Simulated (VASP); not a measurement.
# CdSe (P6_3/mmc) in VASP: notebook

CdSe is run at these levels: PBEsol; tasks: relaxation of cell and atoms.

Everything below comes from runs of VASP 6.6.1. Logs are shortened: lines on timing, memory, paths and dates and some standing lists are left out, and cuts for length are marked.

## Step 1: The cell of the first run

The structure is hexagonal, space group P6_3/mmc (No. 194). The conventional cell has a = 4.300 Å, b = 4.300 Å, c = 7.011 Å, α = 90.00°, β = 90.00°, γ = 120.00°. Within 3.3 Å of Cd (site symmetry -6m2) lie 3 Se at 2.48 Å. Se (site symmetry -6m2) has 3 Cd at 2.48 Å within 3.3 Å.

## Step 2: Relaxation of cell and atoms, PBEsol

The input, INCAR:

```
SYSTEM = CdSe
PREC = Accurate
ENCUT = 500
EDIFF = 1E-7
ISMEAR = 0
SIGMA = 0.02
LREAL = .False.
LASPH = .True.
NELM = 120
ALGO = Normal
ISIF = 3
LWAVE = .False.
LCHARG = .False.
GGA = PS
IBRION = 2
NSW = 100
EDIFFG = -0.002
GGA_COMPAT = .False.
NELMIN = 4
```

The input, KPOINTS:

```
Automatic mesh
0
Gamma
  12 12 6
  0 0 0
```

The input, POSCAR:

```
CdSe
1.0
    4.3000000000      0.0000000000      0.0000000000
   -2.1500000000      3.7239092363      0.0000000000
    0.0000000000      0.0000000000      7.0110000000
Cd Se
2 2
Direct
    0.3333333333      0.6666666667      0.0000000000
    0.6666666667      0.3333333333      0.5000000000
    0.3333333333      0.6666666667      0.5000000000
    0.6666666667      0.3333333333      1.0000000000
```

Potentials or basis: VASP PAW PBE potentials, release 64 (Cd, Se).

Launch:

```bash
$ cat potpaw_PBE.64/Cd/POTCAR potpaw_PBE.64/Se/POTCAR > POTCAR
$ mpirun -np 1 vasp_std > vasp.out
```

OUTCAR:

```text
SYSTEM = CdSe
   PREC = Accurate
   ENCUT = 500
   EDIFF = 1E-7
   ISMEAR = 0
   LREAL = .False.
   LASPH = .True.
   NELM = 120
   ISIF = 3
   GGA = PS
   IBRION = 2
   NSW = 100
   EDIFFG = -0.002
   NELMIN = 4

 ion  position               nearest neighbor table
   1  0.333  0.667  0.000-   4 2.48   4 2.48   4 2.48
   2  0.667  0.333  0.500-   3 2.48   3 2.48   3 2.48
   3  0.333  0.667  0.500-   2 2.48   2 2.48   2 2.48
   4  0.667  0.333  0.000-   1 2.48   1 2.48   1 2.48

  LATTYP: Found a hexagonal cell.
 ALAT       =     4.3000000000
 C/A-ratio  =     1.6304651163

  Lattice vectors:

 A1 = (   4.3000000000,   0.0000000000,   0.0000000000)
 A2 = (  -2.1500000000,   3.7239092363,   0.0000000000)
 A3 = (   0.0000000000,   0.0000000000,   7.0110000000)

Analysis of symmetry for initial positions (statically):
=====================================================================
 Subroutine PRICEL returns:
 Original cell was already a primitive cell.

 Routine SETGRP: Setting up the symmetry group for a
 hexagonal supercell.

 Subroutine GETGRP returns: Found 24 space group operations
 (whereof 12 operations were pure point group operations)
 out of a pool of 24 trial point group operations.

The static configuration has the point symmetry D_3h.
 The point group associated with its full space group is D_6h.

Analysis of symmetry for dynamics (positions and initial velocities):
=====================================================================
 Subroutine PRICEL returns:
 Original cell was already a primitive cell.

 Routine SETGRP: Setting up the symmetry group for a
 hexagonal supercell.

 Subroutine GETGRP returns: Found 24 space group operations
 (whereof 12 operations were pure point group operations)
 out of a pool of 24 trial point group operations.

The dynamic configuration has the point symmetry D_3h.
 The point group associated with its full space group is D_6h.

 Subroutine INISYM returns: Found 24 space group operations
 (whereof 12 operations are pure point group operations),
 and found     1 'primitive' translations

----------------------------------------------------------------------------------------

                                     Primitive cell

  volume of cell :     112.2658

  direct lattice vectors                    reciprocal lattice vectors
     4.300000000  0.000000000  0.000000000     0.232558140  0.134267504  0.000000000
    -2.150000000  3.723909236  0.000000000     0.000000000  0.268535009  0.000000000
     0.000000000  0.000000000  7.011000000     0.000000000  0.000000000  0.142633005

  length of vectors
     4.300000000  4.300000000  7.011000000     0.268535009  0.268535009  0.142633005

  position of ions in fractional coordinates (direct lattice)
     0.333333333  0.666666667  0.000000000
     0.666666667  0.333333333  0.500000000
     0.333333333  0.666666667  0.500000000
     0.666666667  0.333333333  0.000000000

  ion indices of the primitive-cell ions
   primitive index   ion index
                 1           1
                 2           2
                 3           3
                 4           4

----------------------------------------------------------------------------------------

 KPOINTS: Automatic mesh

Automatic generation of k-mesh.
 Grid dimensions read from file:
 generate k-points for:   12   12    6

 Generating k-lattice:

  Cartesian coordinates                     Fractional coordinates (reciprocal lattice)
     0.019379845  0.011188959  0.000000000     0.083333333  0.000000000  0.000000000
     0.000000000  0.022377917  0.000000000     0.000000000  0.083333333  0.000000000
     0.000000000  0.000000000  0.023772168     0.000000000  0.000000000  0.166666667

  Length of vectors
     0.022377917  0.022377917  0.023772168

  Shift w.r.t. Gamma in fractional coordinates (k-lattice)
     0.000000000  0.000000000  0.000000000

 Subroutine IBZKPT returns following result:
 ===========================================

 Found     76 irreducible k-points:

 Following reciprocal coordinates:
            Coordinates               Weight
  0.000000  0.000000  0.000000      1.000000
  0.083333  0.000000  0.000000      6.000000
  0.166667  0.000000  0.000000      6.000000
  0.250000  0.000000  0.000000      6.000000
  0.333333  0.000000  0.000000      6.000000
  0.416667  0.000000  0.000000      6.000000
[... 16 lines left out ...]
  0.250000  0.000000  0.166667     12.000000
  0.333333  0.000000  0.166667     12.000000
 [... further k-points ...]
   k-points           NKPTS =     76   k-points in BZ     NKDIM =     76   number of bands    NBANDS=     22
   number of dos      NEDOS =    301   number of ions     NIONS =      4
   total plane-waves  NPLWV =  55296
   dimension x,y,z NGX =    32 NGY =   32 NGZ =   54
   dimension x,y,z NGXF=    64 NGYF=   64 NGZF=  108
   ions per type =               2   2
   NGX,Y,Z   is equivalent  to a cutoff of  12.37, 12.37, 12.80 a.u.
   NGXF,Y,Z  is equivalent  to a cutoff of  24.74, 24.74, 25.61 a.u.
 SYSTEM =  CdSe
   PREC   = accura    normal or accurate (medium, high low for compatibility)
   ISTART =      0    job   : 0-new  1-cont  2-samecut
   ICHARG =      2    charge: 1-file 2-atom 10-const
   ISPIN  =      1    spin polarized calculation?
   LNONCOLLINEAR =      F non collinear calculations
   LSORBIT =      F    spin-orbit coupling
   LASPH  =      T    aspherical Exc in radial PAW
   ENCUT  =  500.0 eV  36.75 Ry    6.06 a.u.   7.84  7.84 12.78*2*pi/ulx,y,z
   NELM   =    120;   NELMIN=  4; NELMDL= -5     # of ELM steps
   EDIFF  = 0.1E-06   stopping-criterion for ELM
   LREAL  =      F    real-space projection
   EDIFFG = -.2E-02   stopping-criterion for IOM
   NSW    =    100    number of steps for IOM
   IBRION =      2    ionic relax: 0-MD 1-quasi-New 2-CG
   NFREE  =      1    steps in history (QN), initial steepest desc. (CG)
   ISIF   =      3    stress and relaxation
   ISYM   =      2    0-nonsym 1-usesym 2-fastsym
   POTIM  = 0.5000    time-step for ionic-motion
   TEBEG  =    0.0;   TEEND  =   0.0 temperature during run
   PSTRESS=    0.0 pullay stress
   NELECT =      36.0000    total number of electrons
   NUPDOWN=      -1.0000    fix difference up-down
   EMIN   =  10.00;   EMAX   =-10.00  energy-range for DOS
   EFERMI =   0.00;   METHOD = LEGACY
   ISMEAR =     0;   SIGMA  =   0.02  broadening in eV -4-tet -1-fermi 0-gaus
   EFERMI_NEDOS =   21; number of points for ismear=-14 and -15
   IALGO  =     38    algorithm
   IMIX   =      4    mixing-type and parameters
     AMIX     =   0.40;   BMIX     =  1.00
     AMIX_MAG =   1.60;   BMIX_MAG =  1.00
  volume/ion in A,a.u.               =      28.07       189.40
  Fermi-wavevector in a.u.,A,eV,Ry     =   1.120538  2.117509 17.083541  1.255605
  Thomas-Fermi vector in A             =   2.257185
   LORBIT       =      0    0 simple, 1 ext, 2 COOP (PROOUT), +10 PAW based schemes
   GGA     = PS    functional components
   LHFCALC =     F    Hartree Fock is set to
   AEXX    =    0.0000 exact exchange contribution
   IVDW    =     0    specifies the selected vdW correction
   LEPSILON=     F    determine dielectric tensor
   LRPA    =     F    only Hartree local field effects (RPA)
 conjugate gradient relaxation of ions
 non-spin polarized calculation
 Gauss-broadening in eV      SIGMA  =   0.02
  energy-cutoff  :      500.00
  volume of cell :      112.27
 maximum number of plane-waves:      2870
 NGX is ok and might be reduce to    32
   NGX = 15   NGY = 15   NGZ = 25

--------------------------------------- Ionic step        1  -------------------------------------------

 number of electron      35.9999999 magnetization

 Free energy of the ion-electron system (eV)
  ---------------------------------------------------
  ext. energy  EPLUGINS =         0.00000000
  ---------------------------------------------------
  free energy    TOTEN  =       -11.48445247 eV

  energy without entropy =      -11.48445247  energy(sigma->0) =      -11.48445247

------------------------ aborting loop because EDIFF is reached ----------------------------------------

  FORCE on cell =-STRESS in cart. coord.  units (eV):
  Direction    XX          YY          ZZ          XY          YZ          ZX
  --------------------------------------------------------------------------------------
  -------------------------------------------------------------------------------------
  Total        5.2921615      5.2921615     -1.6707215     -0.0000000      0.0000000     -0.0000000
  in kB       75.5259439     75.5259439    -23.8433421     -0.0000000      0.0000000     -0.0000000
  external PRESSURE =      42.4028485 kB  Pullay stress =       0.0000000 kB
[... 95 lines left out ...]
  FREE ENERGIE OF THE ION-ELECTRON SYSTEM (eV)
  ---------------------------------------------------
  free  energy   TOTEN  =       -11.6990002950 eV

  energy  without entropy=      -11.6990002950  energy(sigma->0) =      -11.69900030

[... ionic steps 4 to 8 ...]

--------------------------------------- Ionic step        9  -------------------------------------------

 number of electron      35.9999990 magnetization

------------------------ aborting loop because EDIFF is reached ----------------------------------------

  FORCE on cell =-STRESS in cart. coord.  units (eV):
  Direction    XX          YY          ZZ          XY          YZ          ZX
  --------------------------------------------------------------------------------------
  -------------------------------------------------------------------------------------
  Total        0.0534031      0.0534031      0.1171328     -0.0000000      0.0000000      0.0000000
  in kB        0.7971702      0.7971702      1.7484914     -0.0000000      0.0000000      0.0000000
  external PRESSURE =       1.1142772 kB  Pullay stress =       0.0000000 kB
[... 61 lines left out ...]
  energy  without entropy=      -11.9763723224  energy(sigma->0) =      -11.97637238

--------------------------------------- Ionic step       11  -------------------------------------------

 number of electron      35.9999991 magnetization

 Free energy of the ion-electron system (eV)
  ---------------------------------------------------
  ext. energy  EPLUGINS =         0.00000000
  ---------------------------------------------------
  free energy    TOTEN  =       -11.97637883 eV

  energy without entropy =      -11.97637868  energy(sigma->0) =      -11.97637876

 E-fermi :   1.3424     XC(G=0):  -9.3199

 val. band max:        1.2915622751   @ k =   0.3333   0.3333   0.5000
 cond. band min:       1.3878816408   @ k =   0.0000   0.0000   0.0000
 fundamental gap:      0.0963193657
 Fermi energy:         1.3423985956

 k-point     1 :       0.0000    0.0000    0.0000
  band No.  band energies     occupation
      1     -11.5592      2.00000
      2     -10.8770      2.00000
      3      -6.8556      2.00000
      4      -6.8556      2.00000
      5      -6.8435      2.00000
      6      -6.8435      2.00000
[... 574 lines left out ...]
      6      -6.6618      2.00000
[... 14 lines left out ...]
     21       6.5579      0.00000
     22       7.2065      0.00000

 [... further k-points ...]
[... 5 lines left out ...]
  --------------------------------------------------------------------------------------
  -------------------------------------------------------------------------------------
  Total        0.0013965      0.0013965      0.0010208      0.0000000      0.0000000      0.0000000
  in kB        0.0207987      0.0207987      0.0152026      0.0000000      0.0000000      0.0000000
  external PRESSURE =       0.0189333 kB  Pullay stress =       0.0000000 kB
[... 19 lines left out ...]
  FREE ENERGIE OF THE ION-ELECTRON SYSTEM (eV)
  ---------------------------------------------------
  free  energy   TOTEN  =       -11.9763788350 eV

  energy  without entropy=      -11.9763786792  energy(sigma->0) =      -11.97637876

 reached required accuracy - stopping structural energy minimisation
```

Wall time 33 min (1 thread of Intel Xeon 8259CL, shared host); peak memory 0.35 GiB.

What came out:

| Item | Value |
| --- | --- |
| Free energy | -11.9764 eV |
| Relaxed volume | 26.89 Å³/atom |
| Relaxed cell | a = 4.579 Å, b = 4.579 Å, c = 5.924 Å, α = 90.00°, β = 90.00°, γ = 120.00° |
| Space group after relaxing (to 0.1 Å) | P6_3/mmc (No. 194) |
| Energy gained by relaxing | 123.0 meV/atom |
| Ionic steps | 11 |
| Pressure after relaxing | 0.0 GPa |
| Band gap on the k mesh | 0.10 eV (least direct gap 0.38 eV) |

Step by step:
| step | energy change (eV) | largest force (eV/Å) | pressure (GPa) | volume (Å³) |
| --- | --- | --- | --- | --- |
| 1 | 0.0000 | 0.0000 | 4.24 | 112.27 |
| 2 | -0.1699 | 0.0000 | -3.64 | 124.49 |
| 3 | -0.2145 | 0.0000 | -1.56 | 120.25 |
| 4 | -0.2980 | 0.0000 | -1.42 | 117.02 |
| 5 | -0.4813 | 0.0000 | 0.58 | 107.10 |
| 6 | -0.4793 | 0.0000 | 1.53 | 104.91 |
| 7 | -0.4836 | 0.0000 | 0.95 | 106.18 |
| 8 | -0.4873 | 0.0000 | -0.44 | 108.20 |
| 9 | -0.4918 | 0.0000 | 0.11 | 107.33 |
| 10 | -0.4919 | 0.0000 | -0.02 | 107.63 |
| 11 | -0.4919 | 0.0000 | 0.00 | 107.58 |

Final structure:
```
CELL_PARAMETERS angstrom
4.57922 0.00000 0.00000
-2.28961 3.96572 0.00000
0.00000 0.00000 5.92395
ATOMIC_POSITIONS crystal
Cd 0.33333 0.66667 0.00000
Cd 0.66667 0.33333 0.50000
Se 0.33333 0.66667 0.50000
Se 0.66667 0.33333 0.00000
```

Caveat: a cell axis changed by over 15 % at a fixed basis, so the end point is rough; the PAW data sets were made with another functional, which shifts forces and pressure a little. A k mesh can miss the band edges.

## Step 3: Relaxation of cell and atoms, PBEsol

This run uses another cell than the first one, of 26.75 Å³/atom.

The input, INCAR:

```
PREC     = Accurate       # precision mode
ENCUT    = 500            # plane-wave cutoff, eV
EDIFF    = 1E-7           # SCF threshold, eV
ISMEAR   = 0              # smearing method
SIGMA    = 0.01           # smearing width, eV
LREAL    = False          # projectors in reciprocal space
LASPH    = True           # aspherical terms in the spheres
NELM     = 120            # most SCF steps
ALGO     = Normal         # electronic algorithm
ISIF     = 3              # what is computed and relaxed
LWAVE    = False          # write WAVECAR
LCHARG   = False          # write CHGCAR
GGA      = PS             # functional
IBRION   = 2              # ionic algorithm
NSW      = 100            # ionic steps
EDIFFG   = -0.002         # ionic threshold
GGA_COMPAT= False        
NELMIN   = 4
```

The input, KPOINTS:

```
Automatic mesh
0
Gamma
  12 12 8
```

The input, POSCAR:

```
CdSe
1.0
    4.5708749650      0.0000000000      0.0000000000
   -2.2854374825      3.9584938372      0.0000000000
    0.0000000000      0.0000000000      5.9131019272
Cd Se
2 2
Direct
    0.3333333333      0.6666666667      0.0000000000
    0.6666666667      0.3333333333      0.5000000000
    0.3333333333      0.6666666667      0.5000000000
    0.6666666667      0.3333333333      1.0000000000
```

Potentials or basis: VASP PAW PBE potentials, release 64 (Cd, Se).

Launch:

```bash
$ cat potpaw_PBE.64/Cd/POTCAR potpaw_PBE.64/Se/POTCAR > POTCAR
$ mpirun -np 1 vasp_std > vasp.out
```

Run time: 13 min. Hardware: 1 thread of Intel Xeon 8259CL, shared host; peak memory 0.39 GiB.

Results (log left out):

```yaml
Free_energy: -11.9774 eV
Relaxed_volume: 26.92 Å³/atom
Relaxed_cell: a = 4.582 Å, b = 4.582 Å, c = 5.923 Å, α = 90.00°, β = 90.00°, γ = 120.00°
Space_group_after_relaxing_to_0.1_Å: P6_3/mmc (No. 194)
Energy_gained_by_relaxing: 0.2 meV/atom
Ionic_steps: 3
Pressure_after_relaxing: 0.0 GPa
Band_gap_on_the_k_mesh: 0.09 eV (least direct gap 0.38 eV)
```

Step by step:
| step | energy change (eV) | largest force (eV/Å) | pressure (GPa) | volume (Å³) |
| --- | --- | --- | --- | --- |
| 1 | 0.0000 | 0.0000 | 0.38 | 106.99 |
| 2 | -0.0007 | 0.0000 | -0.15 | 107.98 |
| 3 | -0.0009 | 0.0000 | 0.00 | 107.69 |

Final structure:
```cif
data_structure
_symmetry_space_group_name_H-M 'P 1'
_symmetry_Int_Tables_number 1
_cell_length_a 4.5820
_cell_length_b 4.5820
_cell_length_c 5.9231
_cell_angle_alpha 90.000
_cell_angle_beta 90.000
_cell_angle_gamma 120.000
_cell_volume 107.69
loop_
_atom_site_label
_atom_site_type_symbol
_atom_site_fract_x
_atom_site_fract_y
_atom_site_fract_z
_atom_site_occupancy
Cd1 Cd 0.33333 0.66667 0.00000 1
Cd2 Cd 0.66667 0.33333 0.50000 1
Se1 Se 0.33333 0.66667 0.50000 1
Se2 Se 0.66667 0.33333 0.00000 1
```

Levels at points of the mesh, in eV from the valence-band top:
| k point | band 16 | band 17 | band 18 | band 19 | band 20 | band 21 |
| --- | --- | --- | --- | --- | --- | --- |
| (0.00, 0.00, 0.00) | -0.37 | -0.37 | -0.29 | 0.09 | 0.32 | 4.88 |
| (0.50, 0.00, 0.00) | -2.62 | -1.47 | -1.16 | 1.72 | 3.16 | 5.70 |
| (0.00, 0.00, 0.50) | -0.90 | -0.90 | -0.90 | 2.27 | 2.27 | 5.09 |
| (0.50, 0.00, 0.50) | -1.94 | -0.47 | -0.47 | 3.17 | 3.17 | 4.42 |

Caveat: the PAW data sets were made with another functional, which shifts forces and pressure a little.
